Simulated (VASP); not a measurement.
# KF (P6_3/mmc) in VASP: settings compared

The runs below take KF through relaxation of cell and atoms, with PBE, PBEsol.

Everything below comes from runs of VASP 6.6.1. Logs are shortened: lines on timing, memory, paths and dates and some standing lists are left out, and cuts for length are marked.

## Step 1: The cell of the first run

The structure is hexagonal, space group P6_3/mmc (No. 194). The conventional cell has a = 3.494 Å, b = 3.494 Å, c = 5.694 Å, α = 90.00°, β = 90.00°, γ = 120.00°. K (site symmetry -3m) has 6 F at 2.47 Å and 2 K at 2.85 Å within 3.3 Å. F (site symmetry -6m2) has 6 K at 2.47 Å within 3.3 Å.

## Step 2: Relaxation of cell and atoms, PBE

File INCAR:

```
SYSTEM = KF
PREC = Accurate
ENCUT = 600
EDIFF = 1E-6
ISMEAR = -1
SIGMA = 0.02
LREAL = .False.
LASPH = .True.
NELM = 100
ALGO = Normal
ISIF = 3
LWAVE = .False.
LCHARG = .False.
GGA = PE
IBRION = 2
NSW = 80
EDIFFG = -0.005
```

File KPOINTS:

```
regular mesh
0
Gamma
  12 12 4
  0 0 0
```

File POSCAR:

```
KF
1.0
    3.4935457200      0.0000000000      0.0000000000
   -1.7467728600      3.0254993428      0.0000000000
    0.0000000000      0.0000000000      5.6944795236
K F
2 2
Direct
    0.0000000000      0.0000000000      0.0000000000
    0.0000000000      0.0000000000      0.5000000000
    0.3333333333      0.6666666667      0.2500000000
    0.6666666667      0.3333333333      0.7500000000
```

Potentials or basis: VASP PAW PBE potentials, release 64 (K_sv, F).

Launch:

```bash
$ cat potpaw_PBE.64/K_sv/POTCAR potpaw_PBE.64/F/POTCAR > POTCAR
$ mpirun -np 1 vasp_std > vasp.out
```

OUTCAR:

```text
SYSTEM = KF
   PREC = Accurate
   ENCUT = 600
   EDIFF = 1E-6
   ISMEAR = -1
   LREAL = .False.
   LASPH = .True.
   NELM = 100
   ISIF = 3
   GGA = PE
   IBRION = 2
   NSW = 80
   EDIFFG = -0.005

 ion  position               nearest neighbor table
   1  0.000  0.000  0.000-   3 2.47   4 2.47   3 2.47   4 2.47   4 2.47   3 2.47   2 2.85   2 2.85

   2  0.000  0.000  0.500-   3 2.47   4 2.47   3 2.47   4 2.47   4 2.47   3 2.47   1 2.85   1 2.85

   3  0.333  0.667  0.250-   1 2.47   2 2.47   1 2.47   2 2.47   1 2.47   2 2.47
   4  0.667  0.333  0.750-   1 2.47   2 2.47   1 2.47   2 2.47   1 2.47   2 2.47

  LATTYP: Found a hexagonal cell.
 ALAT       =     3.4935457200
 C/A-ratio  =     1.6300000000

  Lattice vectors:

 A1 = (   3.4935457200,   0.0000000000,   0.0000000000)
 A2 = (  -1.7467728600,   3.0254993428,   0.0000000000)
 A3 = (   0.0000000000,   0.0000000000,   5.6944795236)

Analysis of symmetry for initial positions (statically):
=====================================================================
 Subroutine PRICEL returns:
 Original cell was already a primitive cell.

 Routine SETGRP: Setting up the symmetry group for a
 hexagonal supercell.

 Subroutine GETGRP returns: Found 24 space group operations
 (whereof 12 operations were pure point group operations)
 out of a pool of 24 trial point group operations.

The static configuration has the point symmetry D_3d.
 The point group associated with its full space group is D_6h.

Analysis of symmetry for dynamics (positions and initial velocities):
=====================================================================
 Subroutine PRICEL returns:
 Original cell was already a primitive cell.

 Routine SETGRP: Setting up the symmetry group for a
 hexagonal supercell.

 Subroutine GETGRP returns: Found 24 space group operations
 (whereof 12 operations were pure point group operations)
 out of a pool of 24 trial point group operations.

The dynamic configuration has the point symmetry D_3d.
 The point group associated with its full space group is D_6h.

 Subroutine INISYM returns: Found 24 space group operations
 (whereof 12 operations are pure point group operations),
 and found     1 'primitive' translations

----------------------------------------------------------------------------------------

                                     Primitive cell

  volume of cell :      60.1891

  direct lattice vectors                    reciprocal lattice vectors
[... 74 lines left out ...]
   number of dos      NEDOS =    301   number of ions     NIONS =      4
   total plane-waves  NPLWV =  37632
   dimension x,y,z NGX =    28 NGY =   28 NGZ =   48
   dimension x,y,z NGXF=    56 NGYF=   56 NGZF=   96
   ions per type =               2   2
   NGX,Y,Z   is equivalent  to a cutoff of  13.32, 13.32, 14.01 a.u.
   NGXF,Y,Z  is equivalent  to a cutoff of  26.65, 26.65, 28.03 a.u.
 SYSTEM =  KF
   PREC   = accura    normal or accurate (medium, high low for compatibility)
   ISTART =      0    job   : 0-new  1-cont  2-samecut
   ICHARG =      2    charge: 1-file 2-atom 10-const
   ISPIN  =      1    spin polarized calculation?
   LNONCOLLINEAR =      F non collinear calculations
   LSORBIT =      F    spin-orbit coupling
   LASPH  =      T    aspherical Exc in radial PAW
   ENCUT  =  600.0 eV  44.10 Ry    6.64 a.u.   6.98  6.98 11.37*2*pi/ulx,y,z
   NELM   =    100;   NELMIN=  2; NELMDL= -5     # of ELM steps
   EDIFF  = 0.1E-05   stopping-criterion for ELM
   LREAL  =      F    real-space projection
   EDIFFG = -.5E-02   stopping-criterion for IOM
   NSW    =     80    number of steps for IOM
   IBRION =      2    ionic relax: 0-MD 1-quasi-New 2-CG
   NFREE  =      1    steps in history (QN), initial steepest desc. (CG)
   ISIF   =      3    stress and relaxation
   ISYM   =      2    0-nonsym 1-usesym 2-fastsym
   POTIM  = 0.5000    time-step for ionic-motion
   TEBEG  =    0.0;   TEEND  =   0.0 temperature during run
   PSTRESS=    0.0 pullay stress
   NELECT =      32.0000    total number of electrons
   NUPDOWN=      -1.0000    fix difference up-down
   EMIN   =  10.00;   EMAX   =-10.00  energy-range for DOS
   EFERMI =   0.00;   METHOD = LEGACY
   ISMEAR =    -1;   SIGMA  =   0.02  broadening in eV -4-tet -1-fermi 0-gaus
   EFERMI_NEDOS =   21; number of points for ismear=-14 and -15
   IALGO  =     38    algorithm
   IMIX   =      4    mixing-type and parameters
     AMIX     =   0.40;   BMIX     =  1.00
     AMIX_MAG =   1.60;   BMIX_MAG =  1.00
  volume/ion in A,a.u.               =      15.05       101.54
  Fermi-wavevector in a.u.,A,eV,Ry     =   1.326230  2.506212 23.931112  1.758887
  Thomas-Fermi vector in A             =   2.455633
   LORBIT       =      0    0 simple, 1 ext, 2 COOP (PROOUT), +10 PAW based schemes
   GGA     = PE    functional components
   LHFCALC =     F    Hartree Fock is set to
   AEXX    =    0.0000 exact exchange contribution
   IVDW    =     0    specifies the selected vdW correction
   LEPSILON=     F    determine dielectric tensor
   LRPA    =     F    only Hartree local field effects (RPA)
 conjugate gradient relaxation of ions
 non-spin polarized calculation
  energy-cutoff  :      600.00
  volume of cell :       60.19
 maximum number of plane-waves:      2022
 NGX is ok and might be reduce to    28
   NGX = 13   NGY = 13   NGZ = 23

--------------------------------------- Ionic step        1  -------------------------------------------

 number of electron      31.9999997 magnetization

 Free energy of the ion-electron system (eV)
  ---------------------------------------------------
  ext. energy  EPLUGINS =         0.00000000
  ---------------------------------------------------
  free energy    TOTEN  =       -15.54021032 eV

  energy without entropy =      -15.54021032  energy(sigma->0) =      -15.54021032

 E-fermi :  -1.3923     XC(G=0):  -9.5289

 val. band max:       -1.9060476434   @ k =   0.3333   0.3333   0.0000
 cond. band min:       5.5143453005   @ k =   0.0000   0.0000   0.0000
 fundamental gap:      7.4203929439
 Fermi energy:        -1.3923066048

 k-point     1 :       0.0000    0.0000    0.0000
  band No.  band energies     occupation
      1     -27.9185      2.00000
      2     -27.4192      2.00000
      3     -21.1267      2.00000
      4     -20.7992      2.00000
      5     -11.8640      2.00000
      6     -10.9443      2.00000
[... 846 lines left out ...]
--------------------------------------- Ionic step        9  -------------------------------------------

 number of electron      31.9999993 magnetization

 Free energy of the ion-electron system (eV)
  ---------------------------------------------------
  ext. energy  EPLUGINS =         0.00000000
  ---------------------------------------------------
  free energy    TOTEN  =       -16.40856598 eV

  energy without entropy =      -16.40856598  energy(sigma->0) =      -16.40856598

 E-fermi :  -2.3296     XC(G=0):  -8.2248

 val. band max:       -2.8635007312   @ k =   0.0000   0.0000   0.0000
 cond. band min:       3.0612374776   @ k =   0.0000   0.0000   0.0000
 fundamental gap:      5.9247382088
 Fermi energy:        -2.3296331835

 k-point     1 :       0.0000    0.0000    0.0000
  band No.  band energies     occupation
      1     -29.3199      2.00000
      2     -29.1992      2.00000
      3     -21.6103      2.00000
      4     -21.5263      2.00000
      5     -13.0095      2.00000
      6     -12.5976      2.00000
[... 574 lines left out ...]
  FREE ENERGIE OF THE ION-ELECTRON SYSTEM (eV)
  ---------------------------------------------------
  free  energy   TOTEN  =       -16.4085659794 eV

  energy  without entropy=      -16.4085659794  energy(sigma->0) =      -16.40856598

 reached required accuracy - stopping structural energy minimisation
```

It took 6.2 min on 1 thread of Intel Xeon 8259CL, shared host; peak memory 0.25 GiB.

Results:

- Free energy: -16.4086 eV
- Relaxed volume: 19.85 Å³/atom
- Relaxed cell: a = 3.739 Å, b = 3.739 Å, c = 6.559 Å, α = 90.00°, β = 90.00°, γ = 120.00°
- Space group after relaxing (to 0.1 Å): P6_3/mmc (No. 194)
- Energy gained by relaxing: 217.1 meV/atom
- Ionic steps: 9
- Pressure after relaxing: 0.0 GPa
- Band gap on the k mesh: 5.92 eV

Step by step:
```tsv
step	energy change (eV)	largest force (eV/Å)	pressure (GPa)	volume (Å³)
1	0.0000	0.0000	17.10	60.19
2	-0.8222	0.0000	2.20	75.26
3	-0.8550	0.0000	0.49	78.70
4	-0.8581	0.0000	-0.14	80.18
5	-0.8579	0.0000	-0.32	80.62
6	-0.8637	0.0000	-0.30	80.43
7	-0.8678	0.0000	-0.27	80.07
8	-0.8683	0.0000	-0.03	79.49
9	-0.8684	0.0000	0.00	79.41
```

Final structure:
```cif
data_structure
_symmetry_space_group_name_H-M 'P 1'
_symmetry_Int_Tables_number 1
_cell_length_a 3.7391
_cell_length_b 3.7391
_cell_length_c 6.5585
_cell_angle_alpha 90.000
_cell_angle_beta 90.000
_cell_angle_gamma 120.000
_cell_volume 79.41
loop_
_atom_site_label
_atom_site_type_symbol
_atom_site_fract_x
_atom_site_fract_y
_atom_site_fract_z
_atom_site_occupancy
K1 K 0.00000 0.00000 0.00000 1
K2 K 0.00000 0.00000 0.50000 1
F1 F 0.33333 0.66667 0.25000 1
F2 F 0.66667 0.33333 0.75000 1
```

Caveat: the volume moved by over 15 % at a fixed basis, so the end points are rough.

## Step 3: Relaxation of cell and atoms, PBEsol

This run uses another cell than the first one, of 19.97 Å³/atom.

File INCAR:

```
SYSTEM = KF
PREC     = Accurate       ! precision mode
ENCUT    = 600            ! plane-wave cutoff, eV
EDIFF    = 1E-6           ! SCF threshold, eV
ISMEAR   = -1             ! smearing method
SIGMA    = 0.02           ! smearing width, eV
LREAL    = .False.        ! projectors in reciprocal space
LASPH    = .True.         ! aspherical terms in the spheres
NELM     = 100            ! most SCF steps
ALGO     = Normal         ! electronic algorithm
ISIF     = 3              ! what is computed and relaxed
LWAVE    = .False.        ! write WAVECAR
LCHARG   = .False.        ! write CHGCAR
GGA      = PS             ! functional
IBRION   = 2              ! ionic algorithm
NSW      = 80             ! ionic steps
EDIFFG   = -0.005         ! ionic threshold
```

File KPOINTS:

```
Automatic mesh
0
Gamma
  12 12 4
  0 0 0
```

File POSCAR:

```
KF
1.0
    3.7398271719      0.0000000000      0.0000000000
   -1.8699135859      3.2387853366      0.0000000000
    0.0000000000      0.0000000000      6.5945025924
K F
2 2
Direct
    0.0000000000      0.0000000000      0.0000000000
    0.0000000000      0.0000000000      0.5000000000
    0.3333333333      0.6666666667      0.2500000000
    0.6666666667      0.3333333333      0.7500000000
```

Potentials or basis: VASP PAW PBE potentials, release 64 (K_sv, F).

Launch:

```bash
$ cat potpaw_PBE.64/K_sv/POTCAR potpaw_PBE.64/F/POTCAR > POTCAR
$ mpirun -np 1 vasp_std > vasp.out
```

It took 9.4 min on 1 thread of Intel Xeon 8259CL, shared host; peak memory 0.28 GiB.

Results (log left out):

- Free energy: -16.8937 eV
- Relaxed volume: 18.71 Å³/atom
- Relaxed cell: a = 3.655 Å, b = 3.655 Å, c = 6.466 Å, α = 90.00°, β = 90.00°, γ = 120.00°
- Space group after relaxing (to 0.1 Å): P6_3/mmc (No. 194)
- Energy gained by relaxing: 7.6 meV/atom
- Ionic steps: 10
- Pressure after relaxing: 0.0 GPa
- Band gap on the k mesh: 6.08 eV

The path:
```csv
step,energy change (eV),largest force (eV/Å),pressure (GPa),volume (Å³)
1,0.0000,0.0000,-1.83,79.88
2,-0.0230,0.0000,-0.98,77.27
3,-0.0303,0.0000,0.02,74.80
4,-0.0304,0.0000,0.02,74.90
5,-0.0300,0.0000,-0.25,75.44
6,-0.0303,0.0000,-0.06,75.00
7,-0.0305,0.0000,-0.05,74.98
8,-0.0306,0.0000,-0.05,74.93
9,-0.0306,0.0000,-0.05,74.93
10,-0.0306,0.0000,0.00,74.82
```

Final structure:
```
CELL_PARAMETERS angstrom
3.65542 0.00000 0.00000
-1.82771 3.16568 0.00000
0.00000 0.00000 6.46581
ATOMIC_POSITIONS crystal
K 0.00000 0.00000 0.00000
K 0.00000 0.00000 0.50000
F 0.33333 0.66667 0.25000
F 0.66667 0.33333 0.75000
```

Levels at points of the mesh, in eV from the valence-band top:
```
           k point  band 14  band 15  band 16  band 17  band 18  band 19
(0.00, 0.00, 0.00)    -0.08     0.00     0.00     6.08     8.98     9.36
(0.50, 0.00, 0.00)    -0.25    -0.14    -0.06     8.15     9.73     9.79
(0.00, 0.00, 0.50)    -0.15    -0.15    -0.15     7.42     7.42    10.10
(0.50, 0.00, 0.50)    -0.31    -0.21    -0.21     8.79     8.79    10.48
```

Caveat: the PAW data sets were made with another functional, which shifts forces and pressure a little.
